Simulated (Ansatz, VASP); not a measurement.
# Zn2P: VASP beside Ansatz

File INCAR:

```
  PREC = Accurate
  ENCUT = 600
  EDIFF = 1E-6
  ISMEAR = 0
  SIGMA = 0.1
  LREAL = F
  LASPH = T
  NELM = 80
  ALGO = Normal
  ISIF = 3
  LWAVE = F
  LCHARG = F
  GGA = PE
  IBRION = 2
  NSW = 90
  EDIFFG = -0.04
```

KPOINTS

```
Automatic mesh
0
Gamma
  4 4 4
```

File POSCAR:

```
Zn2P
1.0
    3.8035415096      0.0000000000      0.0000000000
    0.0000000000      3.8035415096      0.0000000000
    0.0000000000      0.0000000000      5.8034497332
Zn P
4 2
Direct
    0.0000000000      0.0000000000      0.0000000000
    0.5000000000      0.5000000000      0.0000000000
    0.0000000000      0.5000000000      0.2700000000
    0.5000000000      0.0000000000      0.7300000000
    0.0000000000      0.5000000000      0.7000000000
    0.5000000000      0.0000000000      0.3000000000
```

Input for Ansatz:

```yaml
crystal:
  lattice:
    - [3.8035415096, 0.0, 0.0]
    - [0.0, 3.8035415096, 0.0]
    - [0.0, 0.0, 5.8034497332]
  atoms:
    - { symbol: Zn, position: [0.0, 0.0, 0.0] }
    - { symbol: Zn, position: [0.5, 0.5, 0.0] }
    - { symbol: Zn, position: [0.0, 0.5, 0.27] }
    - { symbol: Zn, position: [0.5, 0.0, 0.73] }
    - { symbol: P, position: [0.0, 0.5, 0.7] }
    - { symbol: P, position: [0.5, 0.0, 0.3] }
basis:
  ecutwfc: 420
kpoints:
  mp_grid: { grid: [4, 4, 4] }
hamiltonian:
  xc: pbe
scf:
  occupations: { method: gaussian, width: 0.1 }
  lower_state_search: "off"
output:
  forces: true
  stress: true
  eigenvalues: true
relax:
  adjacent_minimum: "off"
  f_tol: 0.04
  max_steps: 70
  cell: { stress_tol: 0.4 }
```

Alike in both runs: task relaxation of cell and atoms; functional PBE; k mesh 4 × 4 × 4; occupations gaussian, width 0.1 eV; no spin polarisation.

|  | VASP | Ansatz |
| --- | --- | --- |
| version | VASP 6.6.1 | Ansatz 0.2.0 |
| potentials or method | VASP PAW PBE potentials, release 64 (Zn, P), cutoff 600 eV | scalar-relativistic, plane waves, PAW |
| valence electrons in the cell | 58 | 58 |

VASP gave:

| Property | Result |
| --- | --- |
| gap on the k mesh at the Fermi level, each at its own relaxed structure (eV) | none |
| relaxed volume (Å³/atom) | 17.11 |
| relaxed cell length with the largest relative difference (Å) | 5.749 |

Estimate Ansatz's values.

gap on the k mesh at the Fermi level, each at its own relaxed structure (eV): none; relaxed volume (Å³/atom): 17.04; relaxed cell length with the largest relative difference (Å): 5.730.

A gap of «none» marks a metal or a gap that the smearing closes.

The k mesh is coarse, so the values compare programs but aren't converged. Noted on VASP's run: the volume moved by over 15 % at a fixed basis, so the end points are rough.
